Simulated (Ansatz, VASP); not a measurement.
Ta: VASP beside Ansatz

```
Ta
1.0
    -1.65958    1.65958    1.65958
     1.65958   -1.65958    1.65958
     1.65958    1.65958   -1.65958
Ta
1
Cartesian
  0.0000 0.0000 0.0000
```

Alike in both runs: functional PBE; k mesh 18 × 18 × 18; occupations gaussian, width 0.1 eV; no spin polarisation.

Ansatz relaxed the structure, and its values are those at the end. VASP's run is a single point on that final structure, the one shown.

|  | VASP | Ansatz |
| --- | --- | --- |
| version | VASP 6.6.1 | Ansatz 0.2.0 |
| potentials or method | VASP PAW PBE potentials, release 64 (Ta_pv), cutoff 520 eV | scalar-relativistic, plane waves, PAW |
| valence electrons in the cell | 11 | 13 |

|  | VASP | Ansatz | Ansatz less VASP |
| --- | --- | --- | --- |
| gap on the k mesh at the Fermi level (eV) | none | none | - |
| pressure (GPa) | 0.0 | -0.1 | -0.08 |

A gap of «none» marks a metal or a gap that the smearing closes. VASP's potentials hold 11 valence electrons a cell and Ansatz's 13, so a difference there can come from the potentials and not from the codes.

Neither program's run includes spin-orbit coupling.
